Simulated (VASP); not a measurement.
# Ni4H8CO9 in VASP: single point with LDA

Aim: the single point of Ni4H8CO9 with LDA.

All numbers are computed with VASP 6.6.1; they aren't measurements. Logs are shortened: lines on timing, memory, paths and dates and some standing lists are left out, and cuts for length are marked.

### 1 The cell of the first run

The cell holds a slab with vacuum, 22 atoms: a = 6.309 Å, b = 5.604 Å, c = 18.417 Å, α = 90.00°, β = 90.00°, γ = 103.75°.

### 2 Single point, LDA, collinear spin, ferromagnetic start

Input file INCAR:

```
PREC     = Accurate       # precision mode
ENCUT    = 520            # plane-wave cutoff, eV
EDIFF    = 1E-7           # SCF threshold, eV
ISMEAR   = -1             # smearing method
SIGMA    = 0.05           # smearing width, eV
LREAL    = Auto         
LASPH    = T              # aspherical terms in the spheres
NELM     = 150            # most SCF steps
ALGO     = Normal         # electronic algorithm
ISIF     = 2              # what is computed and relaxed
LWAVE    = F              # write WAVECAR
LCHARG   = T              # write CHGCAR
ISPIN    = 2              # spin polarisation
MAGMOM   = 0.8 0.8 0.8 0.8 0 0 0 0 0 0 0 0 0 0 0 0 0 0 0 0 0 0 # initial moments
LORBIT   = 11             # projections on sites
LMAXMIX  = 4              # l up to which the mixer works
GGA      = CA             # functional
LELF     = T              # ELF
LVHAR    = T            
NBANDS   = 74             # bands
```

Input file KPOINTS:

```
regular mesh
0
Gamma
  2 2 1
```

Input file POSCAR:

```
Ni4H8CO9
1.0
    6.3092230000      0.0000000000      0.0000000000
   -1.3320390000      5.4432850000      0.0000000000
    0.0000000000      0.0000000000     18.4165410000
Ni H O C
4 8 9 1
Direct
    0.0000000000      0.0000000000      0.0542990130
    0.4999981773      0.0000000000      0.0542990130
    0.8032030643      0.2731806253      0.1794202288
    0.3050363784      0.2729969127      0.1792138926
    0.6680166225      0.6013831721      0.0699914278
    0.0915468503      0.4911188740      0.1213094250
    0.1680184452      0.6013831721      0.0699914278
    0.5935489494      0.4948298684      0.1235248248
    0.4905075047      0.9121513939      0.1939506447
    1.6606287859      1.3636067191      0.2554116976
    0.9937041862      0.9076320641      0.1921967866
    1.1467767664      1.3725351511      0.2376396306
    0.5096071051      0.0582001494      0.1615558535
    0.3000490650      0.2474976048      0.0666737581
    0.0093234402      0.0573734427      0.1616264422
    0.8000630921      0.2474976048      0.0666737581
    0.2642171989      0.2291263456      0.2676452652
    0.0916671558      0.4569299605      0.1811849467
    0.7549462497      0.2345458671      0.2691330582
    0.5912060237      0.4568564755      0.1807016855
    0.4759901054      0.9562240449      0.4946694387
    0.4761755629      0.9555259370      0.4338654039
```

Potentials or basis: VASP PAW LDA potentials, release 64 (Ni, H, O, C).

On the command line:

```bash
> cat potpaw_LDA.64/Ni/POTCAR potpaw_LDA.64/H/POTCAR potpaw_LDA.64/O/POTCAR potpaw_LDA.64/C/POTCAR > POTCAR
> mpirun -np 1 vasp_std > vasp.out
```

OUTCAR:

```text
PREC = Accurate
   ENCUT = 520
   EDIFF = 1E-7
   ISMEAR = -1
   LREAL = Auto
   LASPH = T
   NELM = 150
   ISIF = 2
   ISPIN = 2
   LORBIT = 11
   GGA = CA

 ion  position               nearest neighbor table
   1  0.000  0.000  0.054-  15 2.00  14 2.08  16 2.10
   2  0.500  0.000  0.054-  13 2.00  16 2.08  14 2.10
   3  0.803  0.273  0.179-  19 1.68  10 1.80  18 1.87  20 1.87  13 1.98  15 2.00  16 2.08
   4  0.305  0.273  0.179-  12 1.65  17 1.66  20 1.85  18 1.88  13 1.99  15 1.99  14 2.08
   5  0.668  0.601  0.070-
   6  0.092  0.491  0.121-  18 1.12
   7  0.168  0.601  0.070-
   8  0.594  0.495  0.124-  20 1.07
   9  0.491  0.912  0.194-  13 1.00
  10  0.661  0.364  0.255-  19 1.07   3 1.80
  11  0.994  0.908  0.192-  15 1.00
  12  0.147  0.373  0.238-  18 1.23  17 1.34   4 1.65
  13  0.510  0.058  0.162-   9 1.00   3 1.98   4 1.99   2 2.00
  14  0.300  0.247  0.067-   1 2.08   4 2.08   2 2.10
  15  0.009  0.057  0.162-  11 1.00   4 1.99   1 2.00   3 2.00
  16  0.800  0.247  0.067-   2 2.08   3 2.08   1 2.10
  17  0.264  0.229  0.268-  12 1.34   4 1.66
  18  0.092  0.457  0.181-   6 1.12  12 1.23   3 1.87   4 1.88
  19  0.755  0.235  0.269-  10 1.07   3 1.68
  20  0.591  0.457  0.181-   8 1.07   4 1.85   3 1.87
  21  0.476  0.956  0.495-  22 1.12
  22  0.476  0.956  0.434-  21 1.12

  Warning from LATTYP: Monoclinic adjustment (A1->A3, A2->A1, A3->A2)!
  LATTYP: Found a simple monoclinic cell.
 ALAT       =     5.6038985973
 B/A-ratio  =     3.2863801299
 C/A-ratio  =     1.1258631630
 COS(beta)  =    -0.2376986266

  Lattice vectors:

 A1 = (  -1.3320390000,   5.4432850000,   0.0000000000)
 A2 = (   0.0000000000,   0.0000000000,  18.4165410000)
 A3 = (   6.3092230000,   0.0000000000,   0.0000000000)

Analysis of symmetry for initial positions (statically):
=====================================================================
 Subroutine PRICEL returns:
 Original cell was already a primitive cell.

 Routine SETGRP: Setting up the symmetry group for a
 simple monoclinic supercell.

 Subroutine GETGRP returns: Found  1 space group operations
 (whereof  1 operations were pure point group operations)
 out of a pool of  4 trial point group operations.

The static configuration has the point symmetry C_1 .

Analysis of symmetry for dynamics (positions and initial velocities):
=====================================================================
[... 180 lines left out ...]

 number of electron     106.0000027 magnetization       3.5934357

 Free energy of the ion-electron system (eV)
  ---------------------------------------------------
  ext. energy  EPLUGINS =         0.00000000
  ---------------------------------------------------
  free energy    TOTEN  =      -115.27475841 eV

  energy without entropy =     -115.21464263  energy(sigma->0) =     -115.24470052

 E-fermi :  -3.6528     XC(G=0):  -4.2431

 val. band max:       -3.6609306163   @ k =   0.5000   0.0000   0.0000
 cond. band min:      -3.5957737922   @ k =   0.0000   0.5000   0.0000
 fundamental gap:      0.0651568242
 Fermi energy:        -3.6528164433

 spin component 1

 k-point     1 :       0.0000    0.0000    0.0000
  band No.  band energies     occupation
      1     -26.6436      1.00000
      2     -24.5103      1.00000
      3     -23.9005      1.00000
      4     -23.1897      1.00000
      5     -22.9559      1.00000
      6     -21.8028      1.00000
[... 261 lines left out ...]
     64       2.0572      0.00000
     65       2.1116      0.00000
 Fermi energy:        -3.6528164433

 spin component 2

 k-point     1 :       0.0000    0.0000    0.0000
  band No.  band energies     occupation
      1     -26.6436      1.00000
      2     -24.4401      1.00000
      3     -23.8237      1.00000
      4     -23.0679      1.00000
      5     -22.8833      1.00000
      6     -21.7665      1.00000
[... 261 lines left out ...]
     64       2.1152      0.00000
     65       2.1567      0.00000
 [bands above 65 left out]

------------------------ aborting loop because EDIFF is reached ----------------------------------------

  FORCE on cell =-STRESS in cart. coord.  units (eV):
  Direction    XX          YY          ZZ          XY          YZ          ZX
  --------------------------------------------------------------------------------------
  -------------------------------------------------------------------------------------
  Total      -14.4224703     -7.8903076      3.0267539      1.9443054     -1.5174925     -4.8215767
  in kB      -36.5346726    -19.9875471      7.6673040      4.9252700     -3.8440773    -12.2139081
  external PRESSURE =     -16.2849719 kB  Pullay stress =       0.0000000 kB

 VOLUME and BASIS-vectors are now :
 -----------------------------------------------------------------------------
  energy-cutoff  :      520.00
  volume of cell :      632.48
      direct lattice vectors                 reciprocal lattice vectors
     6.309223000  0.000000000  0.000000000     0.158498123  0.038786446  0.000000000
    -1.332039000  5.443285000  0.000000000     0.000000000  0.183712593  0.000000000
     0.000000000  0.000000000 18.416541000     0.000000000  0.000000000  0.054299013

 POSITION                                       TOTAL-FORCE (eV/Angst)
 -----------------------------------------------------------------------------------
      0.00000      0.00000      1.00000        -0.021442      1.655793      1.880776
      3.15460      0.00000      1.00000         0.004310      1.642329      1.902011
      4.70370      1.48700      3.30430         0.516167     -2.565711     -5.213542
      1.56090      1.48600      3.30050         2.018430     -2.640587     -5.595506
      3.41360      3.27350      1.28900         0.140837      1.071591     -0.685217
     -0.07660      2.67330      2.23410         0.581609      0.646018      0.216366
[... 14 lines left out ...]
      1.72940      5.20500      9.11010        -0.003069      0.029179      2.009622
      1.73150      5.20120      7.99030         0.009876     -0.024373     -2.058217
 -----------------------------------------------------------------------------------
    total drift:                               -0.008017      0.008655      0.018557

  FREE ENERGIE OF THE ION-ELECTRON SYSTEM (eV)
  ---------------------------------------------------
  free  energy   TOTEN  =      -115.2747584118 eV

  energy  without entropy=     -115.2146426257  energy(sigma->0) =     -115.24470052

 total charge

# of ion       s       p       d       tot
------------------------------------------
    1        0.297   0.257   8.249   8.804
    2        0.297   0.256   8.252   8.805
    3        0.488   0.740   8.317   9.545
    4        0.501   0.773   8.355   9.629
    5        0.408   0.005   0.000   0.413
    6        0.465   0.079   0.000   0.543
[... 14 lines left out ...]
   21        1.623   3.569   0.000   5.193
   22        1.033   1.480   0.000   2.514
--------------------------------------------------
tot         20.739  34.699  33.173  88.611

 magnetization (x)

# of ion       s       p       d       tot
------------------------------------------
    1        0.003   0.021   1.120   1.144
    2        0.003   0.021   1.098   1.122
    3        0.000  -0.005  -0.268  -0.273
    4       -0.001  -0.005   0.437   0.431
    5       -0.020   0.000   0.000  -0.020
    6        0.000   0.000   0.000   0.000
[... 14 lines left out ...]
   21       -0.000  -0.000   0.000  -0.000
   22       -0.000  -0.000   0.000  -0.000
--------------------------------------------------
tot         -0.003   0.980   2.387   3.363
```

stdout:

```text
POSCAR found type information on POSCAR NiH O C
 POSCAR found :  4 types and      22 ions
 scaLAPACK will be used
 LDA part: xc-table for (Slater(with rela. corr.)+CA(PZ))
 , standard interpolation
 POSCAR, INCAR and KPOINTS ok, starting setup
 FFT: planning ... GRIDC
 FFT: planning ... GRID_SOFT
 FFT: planning ... GRID
 WAVECAR not read
 entering main loop
```

Wall time 49 min (1 thread of Intel Xeon 8259CL, shared host); peak memory 0.7 GiB.

What came out:

| Property | Result |
| --- | --- |
| Free energy | -115.2748 eV |
| Largest force | 6.508 eV/Å |
| Net moment | 3.59 μB per cell |
| Site moments | Ni +1.14, +1.12, -0.27, +0.43; H -0.02, +0.00, -0.01, -0.00 (each value once); O +0.10, +0.27, +0.11, +0.19, +0.00, +0.03, -0.00 (each value once); C -0.00 μB |
| Valence electrons inside the program's atomic spheres | Ni 8.80, 9.54, 9.63 (each value once); H 0.41, 0.54, 0.43, 0.60, 0.68, 0.61, 0.51 (each value once); O 5.04, 4.79, 5.05, 4.89, 5.07, 4.98, 5.03, 5.19 (each value once); C 2.51 |

Forces on the atoms (eV/Å):
```
Ni  -0.021  1.656  1.881
Ni   0.004  1.642  1.902
Ni   0.516 -2.566 -5.214
Ni   2.018 -2.641 -5.596
H    0.141  1.072 -0.685
H    0.582  0.646  0.216
H   -0.036  0.877 -0.507
H    0.289  0.445  0.505
H   -0.073  0.098 -0.061
H    0.787 -1.346  2.553
H   -0.149  0.068 -0.038
H    0.442 -0.715  2.745
O    0.202 -1.871 -0.180
O    0.024 -1.782  0.473
O   -0.171 -1.788 -0.176
O    0.011 -1.618  0.520
O   -1.734  1.513  1.126
O   -1.089  2.275  0.085
O   -1.387  1.731  1.251
O   -0.362  2.297 -0.752
O   -0.003  0.029  2.010
C    0.010 -0.024 -2.058
```

Levels at points of the mesh, in eV from the Fermi level:
Spin up:
| k point | band 53 | band 54 | band 55 | band 56 | band 57 | band 58 |
| --- | --- | --- | --- | --- | --- | --- |
| (0.00, 0.00, 0.00) | -0.33 | -0.26 | -0.10 | 0.16 | 0.69 | 0.86 |
| (0.50, 0.00, 0.00) | -0.36 | -0.33 | -0.26 | -0.01 | 0.36 | 0.93 |
| (0.00, 0.50, 0.00) | -0.36 | -0.17 | -0.06 | 0.30 | 0.84 | 0.90 |
| (0.50, 0.50, 0.00) | -0.33 | -0.15 | 0.14 | 0.38 | 0.44 | 0.94 |
Spin down:
```tsv
k point	band 49	band 50	band 51	band 52	band 53	band 54
(0.00, 0.00, 0.00)	-0.39	-0.29	-0.23	-0.04	0.22	0.49
(0.50, 0.00, 0.00)	-0.45	-0.35	-0.30	0.18	0.31	0.46
(0.00, 0.50, 0.00)	-0.34	-0.27	-0.06	0.06	0.33	0.51
(0.50, 0.50, 0.00)	-0.46	-0.34	-0.32	0.13	0.28	0.50
```

Caveat: the k points lie up to 0.58 Å⁻¹ apart; there is no dipole correction, which matters where the two faces differ. With open d or f shells a metallic result of LDA can be an artefact of self-interaction; +U or a hybrid may open a gap.
